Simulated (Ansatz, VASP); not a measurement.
# AlNi2: VASP beside Ansatz

The input POSCAR:

```
AlNi2
1.0
    3.3818661704      0.0000000000      0.0000000000
   -1.6909330852      2.9287820158      0.0000000000
    0.0000000000      0.0000000000      4.9093310339
Al Ni
2 4
Direct
    0.3333333333      0.6666666667      0.1899341817
    0.6666666667      0.3333333333      0.8100658183
    0.3333333333      0.6666666667      0.6853320868
    0.6666666667      0.3333333333      0.3146679132
    0.0000000000      0.0000000000      0.5000000000
    0.0000000000      0.0000000000      0.0000000000
```

The input INCAR.step1:

```
PREC = Accurate
ENCUT = 520
ISMEAR = 0
SIGMA = 0.15
LREAL = False
LASPH = True
NELM = 80
NBANDS = 32
GGA = PE
ALGO = Normal
EDIFF = 1E-4
LWAVE = True
LCHARG = False
```

INCAR.step2

```
PREC = Accurate
ENCUT = 520
EDIFF = 1E-7
ISMEAR = 0
SIGMA = 0.15
LREAL = False
LASPH = True
NELM = 80
ALGO = Normal
ISIF = 2
LWAVE = False
LCHARG = True
METAGGA = R2SCAN
LMIXTAU = True
LELF = True
LVHAR = True
NBANDS = 32
ISTART = 1
```

The input KPOINTS:

```
regular mesh
0
Gamma
  12 12 10
```

Input for Ansatz:

```yaml
crystal:
  lattice:
    - [3.3818661704, 0.0, 0.0]
    - [-1.6909330852, 2.9287820158, 0.0]
    - [0.0, 0.0, 4.9093310339]
  atoms:
    - { symbol: Al, position: [0.3333333333, 0.6666666667, 0.1899341817] }
    - { symbol: Al, position: [0.6666666667, 0.3333333333, 0.8100658183] }
    - { symbol: Ni, position: [0.3333333333, 0.6666666667, 0.6853320868] }
    - { symbol: Ni, position: [0.6666666667, 0.3333333333, 0.3146679132] }
    - { symbol: Ni, position: [0.0, 0.0, 0.5] }
    - { symbol: Ni, position: [0.0, 0.0, 0.0] }
basis:
  ecutwfc: 500
kpoints:
  mp_grid: { grid: [12, 12, 10] }
hamiltonian:
  xc: r2scan
scf:
  occupations: { method: gaussian, width: 0.15 }
output:
  forces: true
  stress: true
  eigenvalues: true
  write_density: true
  write_potential: true
  elf: true
  volumetric_format: npy
```

Change from the starting cell: strain -0.1500 x Voigt [1, 1, 0, 0, 0, 0], atoms carried along.

Alike in both runs: task single point; functional r2SCAN; k mesh 12 × 12 × 10; occupations gaussian, width 0.15 eV; no spin polarisation.

|  | VASP | Ansatz |
| --- | --- | --- |
| version | VASP 6.6.1 | Ansatz 0.2.0 |
| potentials or method | VASP PAW PBE potentials, release 64 (Al, Ni), cutoff 520 eV | scalar-relativistic, plane waves, PAW |
| valence electrons in the cell | 46 | 78 |

Ansatz gave:

| Item | Value |
| --- | --- |
| gap on the k mesh at the Fermi level (eV) | none |
| pressure (GPa) | 137.8 |
| traceless stress, the component that is largest in VASP (GPa) | -62.57 |
| rms of the force components (eV/Å) | 0.195 |

Problem. Which values does VASP return?

Solution. gap on the k mesh at the Fermi level (eV): none; pressure (GPa): 138.2; traceless stress, the component that is largest in VASP (GPa): -62.66; rms of the force components (eV/Å): 0.192.

VASP's potentials were made for PBE, not for r2SCAN. Atom by atom the forces differ by 0.009 eV/Å (rms over components). A gap of «none» marks a metal or a gap that the smearing closes. Both programs put the cell under a high pressure, so it lies far from rest at this level. With one functional, cell and mesh, what is left measures potentials, basis and numerics. VASP's potentials hold 46 valence electrons a cell and Ansatz's 78, so a difference there can come from the potentials and not from the codes.

Noted on VASP's run: the cell as given lies far from equilibrium.
